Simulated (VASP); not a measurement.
# ZnH5 (P-6m2) in VASP: a series of runs

The runs below take ZnH5 through single point, with PBE.

All numbers are computed with VASP 6.6.1; they aren't measurements. Logs are shortened: lines on timing, memory, paths and dates and some standing lists are left out, and cuts for length are marked.

## (1) The cell of the first run

Symmetry: P-6m2, No. 187, hexagonal system. Conventional cell: a = 3.223 Å, b = 3.223 Å, c = 4.834 Å, α = 90.00°, β = 90.00°, γ = 120.00°. Zn (site symmetry -6m2) has 5 H at 1.33 to 1.76 Å within 1.8 Å. H (site symmetry 3m) has 1 H at 1.31 Å and 1 Zn at 1.76 Å within 1.8 Å. Within 1.4 Å of H (site symmetry mm2) lie 2 H at 0.93 Å and 1 Zn at 1.33 Å.

The cell was generated, and may not be a known phase.

## (2) Single point, PBE

INCAR reads:

```
SYSTEM = ZnH5
PREC = Accurate
ENCUT = 520
EDIFF = 1E-6
ISMEAR = 0
SIGMA = 0.1
LREAL = .False.
LASPH = .True.
NELM = 60
ALGO = Normal
ISIF = 2
LWAVE = .False.
LCHARG = .True.
GGA = PE
LELF = .True.
LVHAR = .True.
NBANDS = 18
```

KPOINTS reads:

```
Automatic mesh
0
Gamma
  6 6 4
  0 0 0
```

POSCAR reads:

```
ZnH5
1.0
    3.2225142300      0.0000000000      0.0000000000
   -1.6112571200      2.7907791900      0.0000000000
    0.0000000000      0.0000000000      4.8338253000
Zn H
1 5
Direct
    0.0000000000      0.0000000000      0.0000000000
    0.0000000000      0.0000000000      0.6350366500
    0.0000000000      0.0000000000      0.3649633500
    0.2375938000      0.7624062000      0.0000000000
    0.2375938000      0.4751876000      0.0000000000
    0.5248124000      0.7624062000      0.0000000000
```

Potentials or basis: VASP PAW PBE potentials, release 64 (Zn, H).

Run with:

```
> cat potpaw_PBE.64/Zn/POTCAR potpaw_PBE.64/H/POTCAR > POTCAR
> mpirun -np 1 vasp_std > vasp.out
```

OUTCAR:

```text
SYSTEM = ZnH5
   PREC = Accurate
   ENCUT = 520
   EDIFF = 1E-6
   ISMEAR = 0
   LREAL = .False.
   LASPH = .True.
   NELM = 60
   ISIF = 2
   GGA = PE

 ion  position               nearest neighbor table
   1  0.000  0.000  0.000-   6 1.33   5 1.33   4 1.33   3 1.76   2 1.76
   2  0.000  0.000  0.635-   1 1.76
   3  0.000  0.000  0.365-   1 1.76
   4  0.238  0.762  0.000-   1 1.33
   5  0.238  0.475  0.000-   1 1.33
   6  0.525  0.762  0.000-   1 1.33

  LATTYP: Found a hexagonal cell.
 ALAT       =     3.2225142300
 C/A-ratio  =     1.5000167431

  Lattice vectors:

 A1 = (   3.2225142300,   0.0000000000,   0.0000000000)
 A2 = (  -1.6112571200,   2.7907791900,   0.0000000000)
 A3 = (   0.0000000000,   0.0000000000,   4.8338253000)

Analysis of symmetry for initial positions (statically):
=====================================================================
 Subroutine PRICEL returns:
 Original cell was already a primitive cell.

 Routine SETGRP: Setting up the symmetry group for a
 hexagonal supercell.

 Subroutine GETGRP returns: Found 12 space group operations
 (whereof 12 operations were pure point group operations)
 out of a pool of 24 trial point group operations.

The static configuration has the point symmetry D_3h.

Analysis of symmetry for dynamics (positions and initial velocities):
=====================================================================
 Subroutine PRICEL returns:
 Original cell was already a primitive cell.

 Routine SETGRP: Setting up the symmetry group for a
 hexagonal supercell.

 Subroutine GETGRP returns: Found 12 space group operations
 (whereof 12 operations were pure point group operations)
 out of a pool of 24 trial point group operations.

The dynamic configuration has the point symmetry D_3h.

 Subroutine INISYM returns: Found 12 space group operations
 (whereof 12 operations are pure point group operations),
 and found     1 'primitive' translations

----------------------------------------------------------------------------------------

                                     Primitive cell

  volume of cell :      43.4722

  direct lattice vectors                    reciprocal lattice vectors
     3.222514230  0.000000000  0.000000000     0.310316706  0.179161434  0.000000000
    -1.611257120  2.790779190  0.000000000     0.000000000  0.358322867  0.000000000
     0.000000000  0.000000000  4.833825300     0.000000000  0.000000000  0.206875495

  length of vectors
     3.222514230  3.222514235  4.833825300     0.358322867  0.358322867  0.206875495

  position of ions in fractional coordinates (direct lattice)
     0.000000000  0.000000000  0.000000000
     0.000000000  0.000000000  0.635036650
     0.000000000  0.000000000  0.364963350
     0.237593800  0.762406200  0.000000000
     0.237593800  0.475187600  0.000000000
     0.524812400  0.762406200  0.000000000

  ion indices of the primitive-cell ions
   primitive index   ion index
                 1           1
                 2           2
                 3           3
                 4           4
                 5           5
                 6           6

----------------------------------------------------------------------------------------

 KPOINTS: Automatic mesh

Automatic generation of k-mesh.
 Grid dimensions read from file:
 generate k-points for:    6    6    4

 Generating k-lattice:

  Cartesian coordinates                     Fractional coordinates (reciprocal lattice)
     0.051719451  0.029860239  0.000000000     0.166666667  0.000000000  0.000000000
     0.000000000  0.059720478  0.000000000     0.000000000  0.166666667  0.000000000
     0.000000000  0.000000000  0.051718874     0.000000000  0.000000000  0.250000000

  Length of vectors
     0.059720478  0.059720478  0.051718874

  Shift w.r.t. Gamma in fractional coordinates (k-lattice)
     0.000000000  0.000000000  0.000000000

 Subroutine IBZKPT returns following result:
 ===========================================

 Found     21 irreducible k-points:

 Following reciprocal coordinates:
            Coordinates               Weight
  0.000000  0.000000  0.000000      1.000000
  0.166667  0.000000  0.000000      6.000000
  0.333333  0.000000  0.000000      6.000000
  0.500000  0.000000  0.000000      3.000000
  0.166667  0.166667  0.000000      6.000000
  0.333333  0.166667  0.000000     12.000000
[... 13 lines left out ...]
  0.333333  0.166667  0.500000     12.000000
  0.333333  0.333333  0.500000      2.000000
   k-points           NKPTS =     21   k-points in BZ     NKDIM =     21   number of bands    NBANDS=     18
   number of dos      NEDOS =    301   number of ions     NIONS =      6
   total plane-waves  NPLWV =  20736
   dimension x,y,z NGX =    24 NGY =   24 NGZ =   36
   dimension x,y,z NGXF=    48 NGYF=   48 NGZF=   72
   ions per type =               1   5
   NGX,Y,Z   is equivalent  to a cutoff of  12.38, 12.38, 12.38 a.u.
   NGXF,Y,Z  is equivalent  to a cutoff of  24.76, 24.76, 24.76 a.u.
 SYSTEM =  ZnH5
   PREC   = accura    normal or accurate (medium, high low for compatibility)
   ISTART =      0    job   : 0-new  1-cont  2-samecut
   ICHARG =      2    charge: 1-file 2-atom 10-const
   ISPIN  =      1    spin polarized calculation?
   LNONCOLLINEAR =      F non collinear calculations
   LSORBIT =      F    spin-orbit coupling
   LASPH  =      T    aspherical Exc in radial PAW
   ENCUT  =  520.0 eV  38.22 Ry    6.18 a.u.   5.99  5.99  8.99*2*pi/ulx,y,z
   NELM   =     60;   NELMIN=  2; NELMDL= -5     # of ELM steps
   EDIFF  = 0.1E-05   stopping-criterion for ELM
   LREAL  =      F    real-space projection
[... 7 lines left out ...]
   TEBEG  =    0.0;   TEEND  =   0.0 temperature during run
   PSTRESS=    0.0 pullay stress
   NELECT =      17.0000    total number of electrons
   NUPDOWN=      -1.0000    fix difference up-down
   EMIN   =  10.00;   EMAX   =-10.00  energy-range for DOS
   EFERMI =   0.00;   METHOD = LEGACY
   ISMEAR =     0;   SIGMA  =   0.10  broadening in eV -4-tet -1-fermi 0-gaus
   EFERMI_NEDOS =   21; number of points for ismear=-14 and -15
   IALGO  =     38    algorithm
   IMIX   =      4    mixing-type and parameters
     AMIX     =   0.40;   BMIX     =  1.00
     AMIX_MAG =   1.60;   BMIX_MAG =  1.00
  volume/ion in A,a.u.               =       7.25        48.89
  Fermi-wavevector in a.u.,A,eV,Ry     =   1.197165  2.262314 19.499928  1.433204
  Thomas-Fermi vector in A             =   2.333087
   LORBIT       =      0    0 simple, 1 ext, 2 COOP (PROOUT), +10 PAW based schemes
   GGA     = PE    functional components
   LHFCALC =     F    Hartree Fock is set to
   AEXX    =    0.0000 exact exchange contribution
   IVDW    =     0    specifies the selected vdW correction
   LEPSILON=     F    determine dielectric tensor
   LRPA    =     F    only Hartree local field effects (RPA)
 non-spin polarized calculation
 Gauss-broadening in eV      SIGMA  =   0.10
  energy-cutoff  :      520.00
  volume of cell :       43.47
 maximum number of plane-waves:      1194
 NGX is ok and might be reduce to    24
   NGX = 11   NGY = 11   NGZ = 17

 number of electron      17.0000011 magnetization

 Free energy of the ion-electron system (eV)
  ---------------------------------------------------
  ext. energy  EPLUGINS =         0.00000000
  ---------------------------------------------------
  free energy    TOTEN  =        -9.35973132 eV

  energy without entropy =       -9.34957638  energy(sigma->0) =       -9.35465385

 E-fermi :  -0.0002     XC(G=0):  -8.6877

 val. band max:       -0.0199894990   @ k =   0.3333   0.1667   0.0000
 cond. band min:       0.0106652157   @ k =   0.5000   0.0000   0.0000
 fundamental gap:      0.0306547147
 Fermi energy:        -0.0002347639

 k-point     1 :       0.0000    0.0000    0.0000
  band No.  band energies     occupation
      1     -15.5764      2.00000
      2      -9.6718      2.00000
      3      -9.6718      2.00000
      4      -8.8410      2.00000
      5      -8.3809      2.00000
      6      -8.3809      2.00000
[... 10 lines left out ...]
     17      17.8542      0.00000
     18      17.8542      0.00000

 k-point     2 :       0.1667    0.0000    0.0000
  band No.  band energies     occupation
      1     -15.2869      2.00000
      2      -9.6376      2.00000
      3      -9.5656      2.00000
      4      -8.7751      2.00000
      5      -8.4370      2.00000
      6      -8.3907      2.00000
[... 10 lines left out ...]
     17      16.4668      0.00000
     18      16.8394      0.00000

 k-point     3 :       0.3333    0.0000    0.0000
  band No.  band energies     occupation
      1     -14.6634      2.00000
      2      -9.3387      2.00000
      3      -9.3272      2.00000
      4      -8.5683      2.00000
      5      -8.5393      2.00000
      6      -8.4104      2.00000
[... 10 lines left out ...]
     17      15.9760      0.00000
     18      16.1463      0.00000

 k-point     4 :       0.5000    0.0000    0.0000
  band No.  band energies     occupation
      1     -14.3340      2.00000
      2      -9.2166      2.00000
      3      -8.9894      2.00000
      4      -8.5862      2.00000
      5      -8.4202      2.00000
      6      -8.0163      2.00000
[... 10 lines left out ...]
     17      15.5072      0.00000
     18      18.0186      0.00000

 k-point     5 :       0.1667    0.1667    0.0000
  band No.  band energies     occupation
      1     -14.8264      2.00000
      2      -9.5305      2.00000
      3      -9.3294      2.00000
      4      -8.6382      2.00000
      5      -8.5053      2.00000
      6      -8.4152      2.00000
[... 10 lines left out ...]
     17      15.9529      0.00000
     18      16.5674      0.00000

 k-point     6 :       0.3333    0.1667    0.0000
  band No.  band energies     occupation
      1     -14.3425      2.00000
      2      -9.2981      2.00000
      3      -9.0280      2.00000
      4      -8.5603      2.00000
      5      -8.4469      2.00000
      6      -8.1011      2.00000
[... 10 lines left out ...]
     17      16.2150      0.00000
     18      18.3856      0.00000

 k-point     7 :       0.3333    0.3333    0.0000
  band No.  band energies     occupation
      1     -14.1877      2.00000
      2      -9.2264      2.00000
      3      -9.0116      2.00000
      4      -8.5347      2.00000
      5      -8.5008      2.00000
      6      -7.4395      2.00000
[... 10 lines left out ...]
     17      16.4214      0.00000
     18      16.5546      0.00000

 k-point     8 :       0.0000    0.0000    0.2500
  band No.  band energies     occupation
      1     -15.5611      2.00000
      2      -9.6716      2.00000
      3      -9.6716      2.00000
      4      -8.6551      2.00000
      5      -8.3817      2.00000
      6      -8.3817      2.00000
[... 10 lines left out ...]
     17      16.4101      0.00000
     18      16.4101      0.00000
[... 166 lines left out ...]
     17      14.1945      0.00000
     18      16.1586      0.00000

 k-point    17 :       0.3333    0.0000    0.5000
  band No.  band energies     occupation
      1     -14.6480      2.00000
      2      -9.3385      2.00000
      3      -9.3232      2.00000
      4      -8.5510      2.00000
      5      -8.4126      2.00000
      6      -8.2487      2.00000
[... 10 lines left out ...]
     17      16.6096      0.00000
     18      16.6500      0.00000

 k-point    18 :       0.5000    0.0000    0.5000
  band No.  band energies     occupation
      1     -14.3263      2.00000
      2      -9.2165      2.00000
      3      -8.9139      2.00000
      4      -8.5958      2.00000
      5      -8.4226      2.00000
      6      -7.9892      2.00000
[... 10 lines left out ...]
     17      14.4961      0.00000
     18      18.8281      0.00000

 k-point    19 :       0.1667    0.1667    0.5000
  band No.  band energies     occupation
      1     -14.8075      2.00000
      2      -9.5297      2.00000
      3      -9.3280      2.00000
      4      -8.5174      2.00000
      5      -8.4177      2.00000
      6      -8.2809      2.00000
[... 10 lines left out ...]
     17      16.8453      0.00000
     18      17.7175      0.00000

 k-point    20 :       0.3333    0.1667    0.5000
  band No.  band energies     occupation
      1     -14.3341      2.00000
      2      -9.2968      2.00000
      3      -8.9795      2.00000
      4      -8.5696      2.00000
      5      -8.4504      2.00000
      6      -7.9297      2.00000
[... 10 lines left out ...]
     17      15.4233      0.00000
     18      17.1206      0.00000

 k-point    21 :       0.3333    0.3333    0.5000
  band No.  band energies     occupation
      1     -14.1827      2.00000
      2      -9.2262      2.00000
      3      -8.9435      2.00000
      4      -8.5413      2.00000
      5      -8.5067      2.00000
      6      -7.4349      2.00000
[... 10 lines left out ...]
     17      17.0391      0.00000
     18      17.0642      0.00000

------------------------ aborting loop because EDIFF is reached ----------------------------------------

  FORCE on cell =-STRESS in cart. coord.  units (eV):
  Direction    XX          YY          ZZ          XY          YZ          ZX
  --------------------------------------------------------------------------------------
  -------------------------------------------------------------------------------------
  Total       18.0459011     18.0459011     -2.3251895     -0.0000000     -0.0000000      0.0000000
  in kB      665.0861201    665.0861215    -85.6954294     -0.0000012     -0.0000000      0.0000000
  external PRESSURE =     414.8256041 kB  Pullay stress =       0.0000000 kB

 VOLUME and BASIS-vectors are now :
 -----------------------------------------------------------------------------
  energy-cutoff  :      520.00
  volume of cell :       43.47
      direct lattice vectors                 reciprocal lattice vectors
     3.222514230  0.000000000  0.000000000     0.310316706  0.179161434  0.000000000
    -1.611257120  2.790779190  0.000000000     0.000000000  0.358322867  0.000000000
     0.000000000  0.000000000  4.833825300     0.000000000  0.000000000  0.206875495

 POSITION                                       TOTAL-FORCE (eV/Angst)
 -----------------------------------------------------------------------------------
      0.00000      0.00000      0.00000         0.000000     -0.000000      0.000000
      0.00000      0.00000      3.06966         0.000000      0.000000     -1.002565
      0.00000      0.00000      1.76417        -0.000000     -0.000000      1.002565
     -0.46278      2.12771      0.00000         1.453792     -0.839347      0.000000
     -0.00000      1.32614      0.00000        -0.000000      1.678694     -0.000000
      0.46278      2.12771      0.00000        -1.453792     -0.839347      0.000000
 -----------------------------------------------------------------------------------
    total drift:                                0.000000     -0.000000      0.000000

  FREE ENERGIE OF THE ION-ELECTRON SYSTEM (eV)
  ---------------------------------------------------
  free  energy   TOTEN  =        -9.3597313179 eV

  energy  without entropy=       -9.3495763838  energy(sigma->0) =       -9.35465385
```

It took 8.2 s on 1 thread of Intel Xeon 6975P-C (Granite Rapids), shared host; peak memory 0.15 GiB.

Results:

```
Free energy            : -9.3597 eV
Pressure               : 41.5 GPa
Largest force          : 1.679 eV/Å
Band gap on the k mesh : zero (an odd number of electrons rules out a gap without spin polarisation)
```

Forces on the atoms (eV/Å):
```
Zn   0.000  0.000  0.000
H    0.000  0.000 -1.003
H    0.000  0.000  1.003
H    1.454 -0.839  0.000
H    0.000  1.679  0.000
H   -1.454 -0.839  0.000
```

Stress tensor (GPa, compression positive):
```
66.51  0.00  0.00
 0.00 66.51  0.00
 0.00  0.00 -8.57
```

Caveat: the k points lie up to 0.38 Å⁻¹ apart, too coarse for converged energies and pressures of a metal; forces of over 1 eV/Å act on the atoms, so gaps and moduli don't describe the material at rest.

## (3) Single point, PBE

This run uses another cell than the first one, of 15.93 Å³/atom.

INCAR reads:

```
ALGO = Normal ; EDIFF = 1E-6
ENCUT = 520 ; GGA = PE
ISIF = 2 ; ISMEAR = 0
LASPH = True ; LCHARG = True
LELF = True ; LREAL = False
LVHAR = True ; LWAVE = False
NBANDS = 18 ; NELM = 80
PREC = Accurate ; SIGMA = 0.1
```

KPOINTS reads:

```
k-points
0
Gamma
  6 6 4
```

POSCAR reads:

```
ZnH5
1.0
    4.3565637886      0.0000000039      0.0000000000
   -2.1782818977      3.7728949122      0.0000000000
    0.0000000000      0.0000000000      5.8165758441
Zn H
1 5
Direct
    0.0000000000      0.0000000000      0.0000000000
    0.0000000000      0.0000000000      0.5648851551
    0.0000000000      0.0000000000      0.4351148449
    0.2186947923      0.7813052077      0.0000000000
    0.2186947923      0.4373895846      0.0000000000
    0.5626104154      0.7813052077      0.0000000000
```

Potentials or basis: VASP PAW PBE potentials, release 64 (Zn, H).

Run with:

```
> cat potpaw_PBE.64/Zn/POTCAR potpaw_PBE.64/H/POTCAR > POTCAR
> mpirun -np 1 vasp_std > vasp.out
```

It took 14 s on 1 thread of Intel Xeon 6975P-C (Granite Rapids), shared host; peak memory 0.21 GiB.

Results (log left out):

```
Free energy            : -14.8556 eV
Pressure               : 0.2 GPa
Largest force          : 0.032 eV/Å
Band gap on the k mesh : zero (an odd number of electrons rules out a gap without spin polarisation)
```

Forces on the atoms (eV/Å):
```
Zn   0.000  0.000  0.000
H    0.000  0.000 -0.032
H    0.000  0.000  0.032
H    0.015 -0.009  0.000
H    0.000  0.018  0.000
H   -0.015 -0.009  0.000
```

Stress tensor (GPa, compression positive):
```
0.16 0.00 0.00
0.00 0.16 0.00
0.00 0.00 0.25
```

Levels at points of the mesh, in eV from the Fermi level:
| k point | band 6 | band 7 | band 8 | band 9 | band 10 | band 11 |
| --- | --- | --- | --- | --- | --- | --- |
| (0.00, 0.00, 0.00) | -6.51 | -5.41 | 0.66 | 0.66 | 1.64 | 3.43 |
| (0.50, 0.00, 0.00) | -6.42 | -4.97 | -3.25 | -0.04 | 2.73 | 4.34 |
| (0.00, 0.00, 0.50) | -6.49 | -6.13 | 0.67 | 0.67 | 2.59 | 3.13 |
| (0.50, 0.00, 0.50) | -6.34 | -5.15 | -3.62 | -0.02 | 4.35 | 4.68 |

The gap in the log of VASP goes by the Fermi energy; the results here count the filled bands.